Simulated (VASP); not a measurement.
The system is Na3SF.

```xyz
10
Lattice="-0.0218 -0.0159 4.5541 6.2098 0.0383 -0.0303 0.0383 6.3441 -0.0221" Properties=species:S:1:pos:R:3 pbc="T T T"
Na    4.9927    1.8773   -0.0356
Na    4.2029    5.1221   -0.0063
Na    3.1639    3.1464    2.3298
Na    1.3060    4.4456    0.0991
Na    1.9460    1.1412    0.0325
Na    0.0685    0.0926    2.2438
S     0.0318    3.1722    2.3158
S     2.9106    0.1302    2.1007
F     3.1058    3.1113   -0.0175
F     0.0965    0.0675   -0.1374
```

- Program: VASP 6.6.1
- Task: relaxation of cell and atoms
- Functional: PBE
- Potentials or basis: VASP PAW PBE potentials, release 64 (Na_pv, S, F)
- Cutoff: 600 eV
- k mesh: 4 × 2 × 2
- Occupations: gaussian, width 0.1 eV
- Spin: no spin polarisation

At the start: pressure 0.8 GPa; volume 17.94 Å³/atom.

**Question.** How do energy, volume and symmetry change on relaxing?

**Answer.** Over 13 steps the energy falls by 40.9 meV/atom and the volume is 17.92 Å³/atom (-0.1 %); space group P1 (No. 1, to 0.1 Å) before, P-42_1m (No. 113, to 0.1 Å).

The path:
```csv
step,energy change (eV),largest force (eV/Å),pressure (GPa),volume (Å³)
1,0.0000,1.3271,0.84,179.40
2,-0.1930,0.7680,-0.07,181.84
3,-0.3209,0.2271,-1.33,186.99
4,-0.3716,0.1625,-0.51,181.95
5,-0.3815,0.1764,0.15,178.57
6,-0.3928,0.1293,0.11,178.70
7,-0.4010,0.0687,0.07,178.91
8,-0.4040,0.0572,-0.04,179.41
9,-0.4050,0.0487,-0.26,180.58
10,-0.4055,0.0442,-0.15,180.15
11,-0.4076,0.0301,-0.02,179.23
12,-0.4078,0.0300,0.10,178.83
13,-0.4087,0.0231,0.00,179.20
```

Final structure:
```cif
data_structure
_symmetry_space_group_name_H-M 'P 1'
_symmetry_Int_Tables_number 1
_cell_length_a 4.5220
_cell_length_b 6.2996
_cell_length_c 6.2905
_cell_angle_alpha 90.043
_cell_angle_beta 90.077
_cell_angle_gamma 89.942
_cell_volume 179.20
loop_
_atom_site_label
_atom_site_type_symbol
_atom_site_fract_x
_atom_site_fract_y
_atom_site_fract_z
_atom_site_occupancy
Na1 Na 0.00748 0.80567 0.30626 1
Na2 Na 0.99203 0.69320 0.80718 1
Na3 Na 0.49928 0.50180 0.49754 1
Na4 Na 0.00871 0.19296 0.69300 1
Na5 Na 0.99174 0.30588 0.19383 1
Na6 Na 0.50116 0.00240 0.00333 1
S1 S 0.50849 0.99969 0.49834 1
S2 S 0.49105 0.49899 0.00043 1
F1 F 0.99906 0.49969 0.50024 1
F2 F 0.00100 0.99972 0.99986 1
```

Caveat: the k points lie up to 0.50 Å⁻¹ apart in the final cell.
